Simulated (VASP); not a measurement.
Set up this calculation in VASP 6.6.1, as the native input.

```yaml
Task: single point
Functional: LDA
Potentials_or_basis: VASP PAW LDA potentials, release 64 (Mn_sv, S)
Cutoff: 680 eV
k_mesh: 6 × 6 × 6
Occupations: gaussian, width 0.05 eV
Spin: non-collinear spin, twin_end start, spin-orbit coupling
Starting_moments: "[[-0.0, -0.0, 4.27], [-0.0, -0.0, 0.22]] μB"
Dipole_correction: no
Further_INCAR_settings: ALGO = Normal; EDIFF = 1e-06; NBANDS = 33
```

The structure of MnS lies in POSCAR:

```
MnS
1.0
    0.0000000000      2.6122498900      2.6122498900
    2.6122498900      0.0000000000      2.6122498900
    2.6122498900      2.6122498900      0.0000000000
Mn S
1 1
Direct
    0.0000000000      0.0000000000      0.0000000000
    0.5000000000      0.5000000000      0.5000000000
```

These files were run (other wordings do the same):

INCAR

```
SYSTEM = MnS
PREC = Accurate
ENCUT = 680
EDIFF = 1E-6
ISMEAR = 0
SIGMA = 0.05
LREAL = .False.
LASPH = .True.
NELM = 200
ALGO = Normal
ISIF = 2
LWAVE = .False.
LCHARG = .False.
MAGMOM = 0 0 4.27 0 0 0.22
LORBIT = 11
LSORBIT = .True.
GGA_COMPAT = .False.
LORBMOM = .True.
LMAXMIX = 4
NBANDS = 33
```

KPOINTS

```
Automatic mesh
0
Gamma
  6 6 6
  0 0 0
```

Potentials or basis: VASP PAW LDA potentials, release 64 (Mn_sv, S).

Command:

```bash
$ cat potpaw_LDA.64/Mn_sv/POTCAR potpaw_LDA.64/S/POTCAR > POTCAR
$ mpirun -np 1 vasp_ncl > vasp.out
```

It gave:

The pressure is -13.7 GPa and the net moment is 4.46 μB per cell. The valence electrons inside the program's atomic spheres are Mn 12.80; S 3.68.

Caveat: the cell stands under tension; a cell with one magnetic atom can't hold antiferromagnetic order, which such compounds often take.

It took 2.9 min on 1 thread of AMD EPYC 7R43 64-Core Processor (Zen 3) (shared host), peak memory 0.24 GiB.
